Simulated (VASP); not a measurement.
## ZnSe: single point with PBE

ZnSe:

```
CELL_PARAMETERS angstrom
0.00000 2.65876 2.65876
2.65876 0.00000 2.65876
2.65876 2.65876 0.00000
ATOMIC_POSITIONS crystal
Zn 0.00000 0.00000 0.00000
Se 0.50000 0.50000 0.50000
```

```json
{
  "Program": "VASP 6.6.1",
  "Task": "single point",
  "Functional": "PBE",
  "Potentials or basis": "VASP PAW PBE potentials, release 64 (Zn, Se)",
  "Cutoff": "500 eV",
  "k mesh": "8 × 8 × 8",
  "Occupations": "fermi-dirac, width 0.02 eV",
  "Spin": "no spin polarisation"
}
```

The pressure is 2.3 GPa and the band gap on the k mesh is zero (band 9 reaches 3.40 eV, above the bottom of band 10 at 2.35 eV).

Levels at points of the mesh, in eV from the Fermi level:
```
           k point  band 7  band 8  band 9  band 10  band 11  band 12
(0.00, 0.00, 0.00)   -0.51   -0.51   -0.51     0.84     8.56     8.56
(0.50, 0.00, 0.00)   -5.74   -0.14   -0.14     3.27     4.94     4.94
(0.50, 0.50, 0.00)   -5.20   -2.54   -2.54    -1.06     4.90    11.39
```

Run time: 17 s on 1 thread of AMD EPYC 7R43 64-Core Processor (Zen 3), on a shared host, peak memory 0.12 GiB.
